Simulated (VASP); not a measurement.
# C (P1) in VASP: a series of runs

C is run at these levels: LDA; tasks: single point.

Program: VASP 6.6.1. These are calculated values, not measurements. Logs are shortened: lines on timing, memory, paths and dates and some standing lists are left out, and cuts for length are marked.

## (1) The cell of the first run

The typed cell holds 8 atoms: a = 4.337 Å, b = 4.365 Å, c = 4.378 Å, α = 68.96°, β = 67.90°, γ = 68.32°.

## (2) Single point, LDA (atoms moved at random and the cell strained at random)

INCAR

```
PREC = Accurate
ENCUT = 520
EDIFF = 1E-6
ISMEAR = 0
SIGMA = 0.05
LREAL = F
LASPH = T
NELM = 80
ALGO = Normal
ISIF = 2
LWAVE = F
LCHARG = F
GGA = CA
NBANDS = 26
```

KPOINTS

```
regular mesh
0
Gamma
  6 6 6
```

POSCAR

```
C
1.0
    2.4152285960     -1.4122119857      3.3137793039
    0.0133828799      2.8430284919      3.3118409181
   -2.4513858877     -1.4485406264      3.3249206193
C
8
Direct
    0.1774802606      0.1794146122      0.1395768237
    0.6944003712      0.1505063602      0.6904465629
    0.2252782667      0.6154455060      0.6758184586
    0.5736058853      0.6736128470      0.1958535432
    0.8246471457      0.8621664612      0.8685755664
    0.3463003141      0.8309217393      0.3029540046
    0.8819841502      0.2917173647      0.3016972168
    0.2763036063      0.3962151094      0.8250778237
```

Potentials or basis: VASP PAW LDA potentials, release 64 (C).

Run with:

```bash
> cat potpaw_LDA.64/C/POTCAR > POTCAR
> mpirun -np 1 vasp_std > vasp.out
```

OUTCAR:

```text
PREC = Accurate
   ENCUT = 520
   EDIFF = 1E-6
   ISMEAR = 0
   LREAL = F
   LASPH = T
   NELM = 80
   ISIF = 2
   GGA = CA

 ion  position               nearest neighbor table
   1  0.177  0.179  0.140-   7 1.22   8 1.38   6 1.47
   2  0.694  0.151  0.690-   5 1.27   7 1.59   8 1.73
   3  0.225  0.615  0.676-   8 0.95   6 1.56   5 1.75   4 2.07
   4  0.574  0.674  0.196-   6 1.02   5 1.60   7 1.75   3 2.07
   5  0.825  0.862  0.869-   2 1.27   4 1.60   3 1.75
   6  0.346  0.831  0.303-   4 1.02   1 1.47   3 1.56
   7  0.882  0.292  0.302-   1 1.22   2 1.59   4 1.75
   8  0.276  0.396  0.825-   3 0.95   1 1.38   2 1.73

 -----------------------------------------------------------------------------
|                                                                             |
|           W    W    AA    RRRRR   N    N  II  N    N   GGGG   !!!           |
|           W    W   A  A   R    R  NN   N  II  NN   N  G    G  !!!           |
|           W    W  A    A  R    R  N N  N  II  N N  N  G       !!!           |
|           W WW W  AAAAAA  RRRRR   N  N N  II  N  N N  G  GGG   !            |
|           WW  WW  A    A  R   R   N   NN  II  N   NN  G    G                |
|           W    W  A    A  R    R  N    N  II  N    N   GGGG   !!!           |
|                                                                             |
|     The distance between some ions is very small. Please check the          |
|     nearest-neighbor list in the OUTCAR file.                               |
|     I HOPE YOU KNOW WHAT YOU ARE DOING!                                     |
|                                                                             |
 -----------------------------------------------------------------------------

  LATTYP: Found a triclinic cell.
 ALAT       =     4.3369119357
 B/A-ratio  =     1.1221723892
 C/A-ratio  =     1.0064251492
 COS(alpha) =     0.0061911466
 COS(beta)  =     0.3693714372
 COS(gamma) =     0.5527036825

  Lattice vectors:

 A1 = (   2.4152285960,  -1.4122119857,   3.3137793039)
 A2 = (   4.8666144837,   0.0363286407,  -0.0111413154)
 A3 = (   0.0133828799,   2.8430284919,   3.3118409181)

Analysis of symmetry for initial positions (statically):
=====================================================================
 Subroutine PRICEL returns:
 Original cell was already a primitive cell.

 Routine SETGRP: Setting up the symmetry group for a
 triclinic supercell.

 Subroutine GETGRP returns: Found  1 space group operations
 (whereof  1 operations were pure point group operations)
 out of a pool of  2 trial point group operations.

The static configuration has the point symmetry C_1 .

Analysis of symmetry for dynamics (positions and initial velocities):
=====================================================================
 Subroutine PRICEL returns:
 Original cell was already a primitive cell.

 Routine SETGRP: Setting up the symmetry group for a
 triclinic supercell.

 Subroutine GETGRP returns: Found  1 space group operations
 (whereof  1 operations were pure point group operations)
 out of a pool of  2 trial point group operations.

The dynamic configuration has the point symmetry C_1 .

 Subroutine INISYM returns: Found  1 space group operations
 (whereof  1 operations are pure point group operations),
 and found     1 'primitive' translations

----------------------------------------------------------------------------------------

                                     Primitive cell

  volume of cell :      68.9761

  direct lattice vectors                    reciprocal lattice vectors
     2.415228596 -1.412211986  3.313779304     0.206595769 -0.118346667  0.100759097
     0.013382880  2.843028492  3.311840918    -0.001517209  0.234193933  0.100910729
    -2.451385888 -1.448540626  3.324920619    -0.204392257 -0.115322547  0.099823830

  length of vectors
     4.336911936  4.364777242  4.377517543     0.258534603  0.255013873  0.255029962

  position of ions in fractional coordinates (direct lattice)
     0.177480261  0.179414612  0.139576824
     0.694400371  0.150506360  0.690446563
     0.225278267  0.615445506  0.675818459
     0.573605885  0.673612847  0.195853543
     0.824647146  0.862166461  0.868575566
     0.346300314  0.830921739  0.302954005
     0.881984150  0.291717365  0.301697217
     0.276303606  0.396215109  0.825077824

  ion indices of the primitive-cell ions
   primitive index   ion index
                 1           1
                 2           2
                 3           3
                 4           4
                 5           5
                 6           6
                 7           7
                 8           8

----------------------------------------------------------------------------------------

 KPOINTS: regular mesh

Automatic generation of k-mesh.
 Grid dimensions read from file:
 generate k-points for:    6    6    6

 Generating k-lattice:

  Cartesian coordinates                     Fractional coordinates (reciprocal lattice)
     0.034432628 -0.019724444  0.016793183     0.166666667  0.000000000 -0.000000000
    -0.000252868  0.039032322  0.016818455    -0.000000000  0.166666667 -0.000000000
    -0.034065376 -0.019220425  0.016637305     0.000000000  0.000000000  0.166666667

  Length of vectors
     0.043089100  0.042502312  0.042504994

  Shift w.r.t. Gamma in fractional coordinates (k-lattice)
     0.000000000  0.000000000  0.000000000

 Subroutine IBZKPT returns following result:
 ===========================================

 Found    112 irreducible k-points:

 Following reciprocal coordinates:
            Coordinates               Weight
  0.000000  0.000000  0.000000      1.000000
  0.166667 -0.000000 -0.000000      2.000000
  0.333333  0.000000  0.000000      2.000000
  0.500000 -0.000000 -0.000000      1.000000
  0.000000  0.166667 -0.000000      2.000000
  0.166667  0.166667 -0.000000      2.000000
[... 16 lines left out ...]
  0.333333  0.000000  0.166667      2.000000
  0.500000  0.000000  0.166667      2.000000
 [... further k-points ...]
   k-points           NKPTS =    112   k-points in BZ     NKDIM =    112   number of bands    NBANDS=     26
   number of dos      NEDOS =    301   number of ions     NIONS =      8
   total plane-waves  NPLWV =  36864
   dimension x,y,z NGX =    32 NGY =   32 NGZ =   36
   dimension x,y,z NGXF=    64 NGYF=   64 NGZF=   72
   ions per type =               8
   NGX,Y,Z   is equivalent  to a cutoff of  12.27, 12.19, 13.67 a.u.
   NGXF,Y,Z  is equivalent  to a cutoff of  24.53, 24.38, 27.34 a.u.
 SYSTEM =  unknown system
   PREC   = accura    normal or accurate (medium, high low for compatibility)
   ISTART =      0    job   : 0-new  1-cont  2-samecut
   ICHARG =      2    charge: 1-file 2-atom 10-const
   ISPIN  =      1    spin polarized calculation?
   LNONCOLLINEAR =      F non collinear calculations
   LSORBIT =      F    spin-orbit coupling
   LASPH  =      T    aspherical Exc in radial PAW
   ENCUT  =  520.0 eV  38.22 Ry    6.18 a.u.   8.06  8.12  8.14*2*pi/ulx,y,z
   NELM   =     80;   NELMIN=  2; NELMDL= -5     # of ELM steps
   EDIFF  = 0.1E-05   stopping-criterion for ELM
   LREAL  =      F    real-space projection
   EDIFFG = 0.1E-04   stopping-criterion for IOM
   NSW    =      0    number of steps for IOM
   IBRION =     -1    ionic relax: 0-MD 1-quasi-New 2-CG
   NFREE  =      0    steps in history (QN), initial steepest desc. (CG)
   ISIF   =      2    stress and relaxation
   ISYM   =      2    0-nonsym 1-usesym 2-fastsym
   POTIM  = 0.5000    time-step for ionic-motion
   TEBEG  =    0.0;   TEEND  =   0.0 temperature during run
   PSTRESS=    0.0 pullay stress
   NELECT =      32.0000    total number of electrons
   NUPDOWN=      -1.0000    fix difference up-down
   EMIN   =  10.00;   EMAX   =-10.00  energy-range for DOS
   EFERMI =   0.00;   METHOD = LEGACY
   ISMEAR =     0;   SIGMA  =   0.05  broadening in eV -4-tet -1-fermi 0-gaus
   EFERMI_NEDOS =   21; number of points for ismear=-14 and -15
   IALGO  =     38    algorithm
   IMIX   =      4    mixing-type and parameters
     AMIX     =   0.40;   BMIX     =  1.00
     AMIX_MAG =   1.60;   BMIX_MAG =  1.00
  volume/ion in A,a.u.               =       8.62        58.18
  Fermi-wavevector in a.u.,A,eV,Ry     =   1.267336  2.394918 21.852876  1.606141
  Thomas-Fermi vector in A             =   2.400490
   LORBIT       =      0    0 simple, 1 ext, 2 COOP (PROOUT), +10 PAW based schemes
   GGA     = CA    functional components
   LHFCALC =     F    Hartree Fock is set to
   AEXX    =    0.0000 exact exchange contribution
   IVDW    =     0    specifies the selected vdW correction
   LEPSILON=     F    determine dielectric tensor
   LRPA    =     F    only Hartree local field effects (RPA)
 non-spin polarized calculation
 Gauss-broadening in eV      SIGMA  =   0.05
  energy-cutoff  :      520.00
  volume of cell :       68.98
 maximum number of plane-waves:      1876
   NGX = 17   NGY = 17   NGZ = 17

 number of electron      32.0000000 magnetization

 Free energy of the ion-electron system (eV)
  ---------------------------------------------------
  ext. energy  EPLUGINS =         0.00000000
  ---------------------------------------------------
  free energy    TOTEN  =       -58.28008187 eV

  energy without entropy =      -58.27885614  energy(sigma->0) =      -58.27946901

 E-fermi :   4.6442     XC(G=0): -10.7614

 val. band max:        4.6104193414   @ k =   0.3333   0.3333   0.1667
 cond. band min:       4.6463063169   @ k =  -0.0000  -0.0000   0.3333
 fundamental gap:      0.0358869754
 Fermi energy:         4.6441992330

 k-point     1 :       0.0000    0.0000    0.0000
  band No.  band energies     occupation
      1     -15.2118      2.00000
      2     -11.7695      2.00000
      3     -11.0885      2.00000
      4      -9.5966      2.00000
      5      -7.9219      2.00000
      6      -6.7662      2.00000
[... 18 lines left out ...]
     25      14.2146      0.00000
     26      16.2887      0.00000
[... 644 lines left out ...]
      4      -9.9903      2.00000
      5      -6.7178      2.00000
      6      -5.3671      2.00000
[... 18 lines left out ...]
     25      13.4511      0.00000
     26      14.0527      0.00000

 [... further k-points ...]

------------------------ aborting loop because EDIFF is reached ----------------------------------------

  FORCE on cell =-STRESS in cart. coord.  units (eV):
  Direction    XX          YY          ZZ          XY          YZ          ZX
  --------------------------------------------------------------------------------------
  -------------------------------------------------------------------------------------
  Total       39.8973777     73.2599774     -0.1662351     -6.1297089      7.3097951     -3.6528239
  in kB      926.7359329   1701.6821012     -3.8613071   -142.3808242    169.7918545    -84.8477602
  external PRESSURE =     874.8522423 kB  Pullay stress =       0.0000000 kB

 VOLUME and BASIS-vectors are now :
 -----------------------------------------------------------------------------
  energy-cutoff  :      520.00
  volume of cell :       68.98
      direct lattice vectors                 reciprocal lattice vectors
     2.415228596 -1.412211986  3.313779304     0.206595769 -0.118346667  0.100759097
     0.013382880  2.843028492  3.311840918    -0.001517209  0.234193933  0.100910729
    -2.451385888 -1.448540626  3.324920619    -0.204392257 -0.115322547  0.099823830

 POSITION                                       TOTAL-FORCE (eV/Angst)
 -----------------------------------------------------------------------------------
      0.08890      0.05726      1.64640         2.201415     -3.333331      0.296754
     -0.01340     -1.55289      5.09522         3.672171      4.712199     -1.502681
     -1.10436      0.45264      5.03182        12.458757     70.428401      3.845704
      0.91429      0.82135      4.78290        42.223575    -26.848897     -2.188567
     -0.12596      0.02842      8.47600        -0.264450     -3.595039     -2.356782
      0.10486      1.43444      4.90674       -34.601672     21.450743      5.033365
      1.39452     -0.85321      4.89194       -15.274037      5.388760      0.454521
     -1.34995     -0.45891      4.97113       -10.415758    -68.202837     -3.582315
 -----------------------------------------------------------------------------------
    total drift:                                0.000249     -0.000699     -0.000097

  FREE ENERGIE OF THE ION-ELECTRON SYSTEM (eV)
  ---------------------------------------------------
  free  energy   TOTEN  =       -58.2800818735 eV

  energy  without entropy=      -58.2788561436  energy(sigma->0) =      -58.27946901
```

It took 59 s on 1 thread of Intel Xeon 6975P-C (Granite Rapids), shared host; peak memory 0.24 GiB.

What came out:

```
Free energy            : -58.2801 eV
Pressure               : 87.5 GPa
Largest force          : 71.625 eV/Å
Band gap on the k mesh : zero (bands 16 and 17 overlap by 1.34 eV)
```

Forces in eV/Å, atoms in the order of the input:
```
C     2.201  -3.333   0.297
C     3.672   4.712  -1.503
C    12.459  70.428   3.846
C    42.224 -26.849  -2.189
C    -0.264  -3.595  -2.357
C   -34.602  21.451   5.033
C   -15.274   5.389   0.455
C   -10.416 -68.203  -3.582
```

Stress tensor (GPa, compression positive):
```
 92.67 -14.24  -8.48
-14.24 170.17  16.98
 -8.48  16.98  -0.39
```

Caveat: the cell differs from its parent crystal (atoms moved at random and the cell strained at random); atoms lie so close that the PAW spheres overlap strongly, which falsifies energies and pressures; the cell stands under pressure; forces of over 1 eV/Å act on the atoms, so gaps and moduli don't describe the material at rest.

## (3) Single point, LDA (atoms moved at random and the cell strained at random)

INCAR

```
SYSTEM = C
ALGO = Normal
EDIFF = 1E-6
ENCUT = 520
ISIF = 2
ISMEAR = 0
LASPH = .True.
LCHARG = .False.
LREAL = .False.
LWAVE = .False.
NBANDS = 26
NELM = 80
PREC = Accurate
SIGMA = 0.05
```

KPOINTS

```
k-points
0
Gamma
  6 6 6
  0 0 0
```

POSCAR

```
C
1.0
    2.3935332943     -1.4835724714      3.4163626604
    0.0941106241      2.8011680077      3.2769856420
   -2.4177977950     -1.6062511758      3.3821937123
C
8
Direct
    0.1696186499      0.1470897876      0.1547512841
    0.6518155978      0.1619493607      0.6905872357
    0.2077513027      0.6417974960      0.6401511665
    0.6609000665      0.6557310296      0.2045416008
    0.8680809547      0.8195140234      0.8077702603
    0.3136208273      0.8477925101      0.2736935623
    0.8265282313      0.3018497887      0.3898440644
    0.3016843699      0.4242760038      0.8386608260
```

Potentials or basis: VASP PAW LDA potentials, release 64 (C).

Run with:

```bash
> cat potpaw_LDA.64/C/POTCAR > POTCAR
> mpirun -np 1 vasp_std > vasp.out
```

It took 61 s on 1 thread of Intel Xeon 6975P-C (Granite Rapids), shared host; peak memory 0.24 GiB.

The run converged. Its results:

| Item | Value |
| --- | --- |
| Free energy | -72.2284 eV |
| Pressure | 14.7 GPa |
| Largest force | 27.918 eV/Å |

Forces on the atoms (eV/Å):
```
C    -3.664  11.755   2.080
C    -0.805  -2.449   1.208
C     0.439  23.982  -4.621
C     6.329   0.764  -1.429
C    -7.262   0.749   0.559
C     0.550 -12.870   2.168
C     5.823   5.918  -1.333
C    -1.410 -27.849   1.369
```

Stress tensor (GPa, compression positive):
```
 16.82  -3.65   1.82
 -3.65  28.01 -11.43
  1.82 -11.43  -0.81
```

Caveat: the cell differs from its parent crystal (atoms moved at random and the cell strained at random); the cell stands under pressure; forces of over 1 eV/Å act on the atoms, so gaps and moduli don't describe the material at rest.
